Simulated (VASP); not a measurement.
A run of VASP 6.6.1 is set up as follows.

Contents of INCAR:

```
SYSTEM = ZnS
ALGO = Normal ; EDIFF = 1E-7
ENCUT = 520 ; GGA = PE
ISIF = 2 ; ISMEAR = 0
LASPH = .TRUE. ; LCHARG = .FALSE.
LREAL = .FALSE. ; LWAVE = .FALSE.
NBANDS = 26 ; NELM = 80
PREC = Accurate ; SIGMA = 0.05
```

KPOINTS

```
k-points
0
G
  12 12 6
  0 0 0
```

File POSCAR:

```
ZnS
1.0
    3.6585588303      0.0000000000      0.0000000000
   -1.8292794152      3.1684048883      0.0000000000
    0.0000000000      0.0000000000      6.2340000000
Zn S
2 2
Direct
    0.3333333333      0.6666666667      0.0000000000
    0.6666666667      0.3333333333      0.5000000000
    0.3333333333      0.6666666667      0.3850000000
    0.6666666667      0.3333333333      0.8850000000
```

Potentials or basis: VASP PAW PBE potentials, release 64 (Zn, S).

Run with:

```bash
$ cat potpaw_PBE.64/Zn/POTCAR potpaw_PBE.64/S/POTCAR > POTCAR
$ mpirun -np 1 vasp_std > vasp.out
```

(1) What does it give for the largest force?

(2) What does it give for the band gap on the k mesh?

Results:

(1) 0.739 eV/Å.

(2) 2.52 eV.

Caveat: the cell differs from its parent crystal (strain -0.040 along x and y, +0.000 along z).
